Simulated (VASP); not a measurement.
# GaCuSe2 (I-42d) in VASP: settings compared

GaCuSe2 is run at these levels: LDA, PBEsol; tasks: single point.

Everything below comes from runs of VASP 6.6.1. Logs are shortened: lines on timing, memory, paths and dates and some standing lists are left out, and cuts for length are marked.

**What was measured.**

“Growth and anisotropy of transport properties of CuGaSe2 single crystals”, 2018, pmc:6251020 reports, for a bulk crystal of GaCuSe2: band gap 1.72 eV.

The runs below are set against these values where they give the same quantity.

### Step 1. The cell of the first run

Symmetry: I-42d, No. 122, tetragonal system. The conventional cell has a = 5.509 Å, b = 5.509 Å, c = 10.958 Å, α = 90.00°, β = 90.00°, γ = 90.00°. Ga (site symmetry -4) has 4 Se at 2.41 Å within 3.2 Å. Cu (site symmetry -4) has 4 Se at 2.35 Å within 3.1 Å. Se (site symmetry 2) has 2 Cu at 2.35 Å and 2 Ga at 2.41 Å within 3.1 Å.

### Step 2. Single point, LDA

Input file INCAR:

```
PREC = Accurate
ENCUT = 520
EDIFF = 1E-7
ISMEAR = -1
SIGMA = 0.1
LREAL = False
LASPH = True
NELM = 60
ALGO = Normal
ISIF = 2
LWAVE = False
LCHARG = True
GGA = CA
LELF = True
LVHAR = True
NBANDS = 46
```

Input file KPOINTS:

```
regular mesh
0
Gamma
  7 7 7
```

Input file POSCAR:

```
GaCuSe2
1.0
   -2.7544664759      2.7544664759      5.4787906372
    2.7544664759     -2.7544664759      5.4787906372
    2.7544664759      2.7544664759     -5.4787906372
Ga Cu Se
2 2 4
Direct
    0.5000000000      0.5000000000      0.0000000000
    0.2500000000      0.7500000000      0.5000000000
    0.0000000000      0.0000000000      0.0000000000
    0.7500000000      0.2500000000      0.5000000000
    0.3750000000      0.3659512605      0.4909512605
    0.6340487395      0.1250000000      1.0090487395
    0.8750000000      0.8840487395      0.5090487395
    0.1159512605      0.6250000000     -0.0090487395
```

Potentials or basis: VASP PAW LDA potentials, release 64 (Ga_d, Cu, Se).

The run is started by

```sh
cat potpaw_LDA.64/Ga_d/POTCAR potpaw_LDA.64/Cu/POTCAR potpaw_LDA.64/Se/POTCAR > POTCAR
mpirun -np 1 vasp_std > vasp.out
```

OUTCAR:

```text
PREC = Accurate
   ENCUT = 520
   EDIFF = 1E-7
   ISMEAR = -1
   LREAL = False
   LASPH = True
   NELM = 60
   ISIF = 2
   GGA = CA

 ion  position               nearest neighbor table
   1  0.500  0.500  0.000-   5 2.41   8 2.41   7 2.41   6 2.41
   2  0.250  0.750  0.500-   8 2.41   5 2.41   6 2.41   7 2.41
   3  0.000  0.000  0.000-   5 2.35   6 2.35   7 2.35   8 2.35
   4  0.750  0.250  0.500-   5 2.35   6 2.35   7 2.35   8 2.35
   5  0.375  0.366  0.491-   3 2.35   4 2.35   1 2.41   2 2.41
   6  0.634  0.125  0.009-   3 2.35   4 2.35   2 2.41   1 2.41
   7  0.875  0.884  0.509-   3 2.35   4 2.35   1 2.41   2 2.41
   8  0.116  0.625  0.991-   3 2.35   4 2.35   2 2.41   1 2.41

  LATTYP: Found a body centered tetragonal cell.
 ALAT       =     5.5089329518
 C/A-ratio  =     1.9890569318

  Lattice vectors:

 A1 = (  -2.7544664759,   2.7544664759,   5.4787906372)
 A2 = (   2.7544664759,  -2.7544664759,   5.4787906372)
 A3 = (   2.7544664759,   2.7544664759,  -5.4787906372)

Analysis of symmetry for initial positions (statically):
=====================================================================
 Subroutine PRICEL returns:
 Original cell was already a primitive cell.

 Routine SETGRP: Setting up the symmetry group for a
 body centered tetragonal supercell.

 Subroutine GETGRP returns: Found  8 space group operations
 (whereof  4 operations were pure point group operations)
 out of a pool of 16 trial point group operations.

The static configuration has the point symmetry S_4 .
 The point group associated with its full space group is D_2d.

Analysis of symmetry for dynamics (positions and initial velocities):
=====================================================================
 Subroutine PRICEL returns:
 Original cell was already a primitive cell.

 Routine SETGRP: Setting up the symmetry group for a
 body centered tetragonal supercell.

 Subroutine GETGRP returns: Found  8 space group operations
 (whereof  4 operations were pure point group operations)
 out of a pool of 16 trial point group operations.

The dynamic configuration has the point symmetry S_4 .
 The point group associated with its full space group is D_2d.

 Subroutine INISYM returns: Found  8 space group operations
 (whereof  4 operations are pure point group operations),
 and found     1 'primitive' translations

----------------------------------------------------------------------------------------

                                     Primitive cell

  volume of cell :     166.2722

  direct lattice vectors                    reciprocal lattice vectors
[... 109 lines left out ...]
   PSTRESS=    0.0 pullay stress
   NELECT =      72.0000    total number of electrons
   NUPDOWN=      -1.0000    fix difference up-down
   EMIN   =  10.00;   EMAX   =-10.00  energy-range for DOS
   EFERMI =   0.00;   METHOD = LEGACY
   ISMEAR =    -1;   SIGMA  =   0.10  broadening in eV -4-tet -1-fermi 0-gaus
   EFERMI_NEDOS =   21; number of points for ismear=-14 and -15
   IALGO  =     38    algorithm
   IMIX   =      4    mixing-type and parameters
     AMIX     =   0.40;   BMIX     =  1.00
     AMIX_MAG =   1.60;   BMIX_MAG =  1.00
  volume/ion in A,a.u.               =      20.78       140.26
  Fermi-wavevector in a.u.,A,eV,Ry     =   1.238547  2.340514 20.871314  1.533998
  Thomas-Fermi vector in A             =   2.373068
   LORBIT       =      0    0 simple, 1 ext, 2 COOP (PROOUT), +10 PAW based schemes
   GGA     = CA    functional components
   LHFCALC =     F    Hartree Fock is set to
   AEXX    =    0.0000 exact exchange contribution
   IVDW    =     0    specifies the selected vdW correction
   LEPSILON=     F    determine dielectric tensor
   LRPA    =     F    only Hartree local field effects (RPA)
 non-spin polarized calculation
  energy-cutoff  :      520.00
  volume of cell :      166.27
 maximum number of plane-waves:      4500
 NGX is ok and might be reduce to    50
   NGX = 25   NGY = 25   NGZ = 25

 number of electron      72.0000016 magnetization

 Free energy of the ion-electron system (eV)
  ---------------------------------------------------
  ext. energy  EPLUGINS =         0.00000000
  ---------------------------------------------------
  free energy    TOTEN  =       -36.95024856 eV

  energy without entropy =      -36.94764102  energy(sigma->0) =      -36.94894479

 E-fermi :   4.6705     XC(G=0): -10.2049

 val. band max:        4.6187258947   @ k =   0.0000   0.0000   0.0000
 cond. band min:       5.4430407232   @ k =  -0.1429  -0.1429   0.1429
 fundamental gap:      0.8243148285
 Fermi energy:         4.6704946990

 k-point     1 :       0.0000    0.0000    0.0000
  band No.  band energies     occupation
      1     -11.3214      2.00000
      2     -11.3193      2.00000
      3     -11.3193      2.00000
      4     -11.1591      2.00000
      5     -11.1432      2.00000
      6     -11.1432      2.00000
[... 1165 lines left out ...]
     45       9.9095      0.00000
     46       9.9836      0.00000

 [... further k-points ...]

------------------------ aborting loop because EDIFF is reached ----------------------------------------

  FORCE on cell =-STRESS in cart. coord.  units (eV):
  Direction    XX          YY          ZZ          XY          YZ          ZX
  --------------------------------------------------------------------------------------
  -------------------------------------------------------------------------------------
  Total        0.3547122      0.3547122      0.3671185      0.0000000      0.0000000      0.0000000
  in kB        3.4179608      3.4179608      3.5375061      0.0000000      0.0000000      0.0000000
  external PRESSURE =       3.4578093 kB  Pullay stress =       0.0000000 kB

 VOLUME and BASIS-vectors are now :
 -----------------------------------------------------------------------------
  energy-cutoff  :      520.00
  volume of cell :      166.27
      direct lattice vectors                 reciprocal lattice vectors
    -2.754466476  2.754466476  5.478790637     0.000000000  0.181523356  0.091261016
     2.754466476 -2.754466476  5.478790637     0.181523356  0.000000000  0.091261016
     2.754466476  2.754466476 -5.478790637     0.181523356  0.181523356  0.000000000

 POSITION                                       TOTAL-FORCE (eV/Angst)
 -----------------------------------------------------------------------------------
      0.00000      0.00000      5.47879         0.000000     -0.000000     -0.000000
      2.75447     -0.00000      2.73940         0.000000     -0.000000     -0.000000
      0.00000      0.00000      0.00000         0.000000     -0.000000      0.000000
     -0.00000      2.75447      2.73940         0.000000     -0.000000      0.000000
      1.32738      1.37723      1.36970         0.009322     -0.000000     -0.000000
     -1.37723      1.42708      4.10909         0.000000     -0.009322      0.000000
      1.42708      1.37723      6.84849        -0.009322     -0.000000      0.000000
      4.13170      1.32738     -1.36970         0.000000      0.009322     -0.000000
 -----------------------------------------------------------------------------------
    total drift:                                0.000002      0.000002      0.000002

  FREE ENERGIE OF THE ION-ELECTRON SYSTEM (eV)
  ---------------------------------------------------
  free  energy   TOTEN  =       -36.9502485645 eV

  energy  without entropy=      -36.9476410177  energy(sigma->0) =      -36.94894479
```

stdout:

```text
POSCAR found type information on POSCAR GaCuSe
 POSCAR found :  3 types and       8 ions
 scaLAPACK will be used
 LDA part: xc-table for (Slater(with rela. corr.)+CA(PZ))
 , standard interpolation
 POSCAR, INCAR and KPOINTS ok, starting setup
 FFT: planning ... GRIDC
 FFT: planning ... GRID_SOFT
 FFT: planning ... GRID
 WAVECAR not read
 entering main loop
```

It took 5.8 min on 1 thread of Intel Xeon Platinum 8488C (Sapphire Rapids), shared host; peak memory 0.44 GiB.

What came out:

* Free energy: -36.9502 eV
* Pressure: 0.3 GPa
* Largest force: 0.009 eV/Å
* Band gap on the k mesh: 0.22 eV

Forces on the atoms (eV/Å):
```
Ga   0.000  0.000  0.000
Ga   0.000  0.000  0.000
Cu   0.000  0.000  0.000
Cu   0.000  0.000  0.000
Se   0.009  0.000  0.000
Se   0.000 -0.009  0.000
Se  -0.009  0.000  0.000
Se   0.000  0.009  0.000
```

Caveat: semilocal functionals underestimate gaps, and a narrow one can read as zero.

### Step 3. Single point, PBEsol

This run uses another cell than the first one, of 21.48 Å³/atom.

Input file INCAR:

```
PREC = Accurate ; ENCUT = 520
EDIFF = 1E-6 ; ISMEAR = -1
SIGMA = 0.1 ; LREAL = F
LASPH = T ; NELM = 60
ALGO = Normal ; ISIF = 2
LWAVE = F ; LCHARG = F
GGA = PS ; NBANDS = 46
```

KPOINTS is that of step 2.

Input file POSCAR:

```
GaCuSe2
1.0
   -2.7852126117      2.7852126117      5.5383254740
    2.7852126117     -2.7852126117      5.5383254740
    2.7852126117      2.7852126117     -5.5383254740
Ga Cu Se
2 2 4
Direct
    0.5000000000      0.5000000000      0.0000000000
    0.2500000000      0.7500000000      0.5000000000
    0.0000000000      0.0000000000      0.0000000000
    0.7500000000      0.2500000000      0.5000000000
    0.3750000000      0.3667651035      0.4917651035
    0.6332348965      0.1250000000      1.0082348965
    0.8750000000      0.8832348965      0.5082348965
    0.1167651035      0.6250000000     -0.0082348965
```

Potentials or basis: VASP PAW PBE potentials, release 64 (Ga_d, Cu, Se).

The run is started by

```sh
cat potpaw_PBE.64/Ga_d/POTCAR potpaw_PBE.64/Cu/POTCAR potpaw_PBE.64/Se/POTCAR > POTCAR
mpirun -np 1 vasp_std > vasp.out
```

Wall time 6.6 min (1 thread of Intel Xeon Platinum 8488C (Sapphire Rapids), shared host); peak memory 0.58 GiB.

The run converged. Its results:

```
Free energy            : -34.4088 eV
Pressure               : 0.2 GPa
Largest force          : 0.025 eV/Å
Band gap on the k mesh : 0.14 eV
```

Forces in eV/Å, atoms in the order of the input:
```
Ga   0.000  0.000  0.000
Ga   0.000  0.000  0.000
Cu   0.000  0.000  0.000
Cu   0.000  0.000  0.000
Se   0.025  0.000  0.000
Se   0.000 -0.025  0.000
Se  -0.025  0.000  0.000
Se   0.000  0.025  0.000
```

Levels at points of the mesh, in eV from the valence-band top:
```
           k point  band 34  band 35  band 36  band 37  band 38  band 39
(0.00, 0.00, 0.00)    -0.09    -0.09     0.00     0.14     1.78     2.09
```

Caveat: the smearing spreads over this small gap; semilocal functionals underestimate gaps, and a narrow one can read as zero; the PAW data sets were made with another functional, which shifts forces and pressure a little.

### Step 4. Against experiment

Step 2. Against the measured gap of GaCuSe2, 1.72 eV (“Growth and anisotropy of transport properties of CuGaSe2 single crystals”, 2018, pmc:6251020), the calculated 0.22 eV is off by -1.50 eV. So large a miss can be the level of theory's own, or it may mean another phase, state or a wrong row. 2 values of this kind are on record in papers (1.7 to 1.72 eV); this one was drawn at random among those near their median. Spin-orbit coupling on Ga, Se is left out. The value is that of LDA, without temperature or zero-point motion. Semilocal functionals fall short of measured gaps as a rule.

Step 3. Against the measured gap of GaCuSe2, 1.72 eV (“Growth and anisotropy of transport properties of CuGaSe2 single crystals”, 2018, pmc:6251020), the calculated 0.14 eV is off by -1.58 eV. So large a miss can be the level of theory's own, or it may mean another phase, state or a wrong row. 2 values of this kind are on record in papers (1.7 to 1.72 eV); this one was drawn at random among those near their median. Spin-orbit coupling on Ga, Se is left out. The value is that of PBEsol, without temperature or zero-point motion. Semilocal functionals fall short of measured gaps as a rule.

The gap in the log of VASP goes by the Fermi energy; the results here count the filled bands.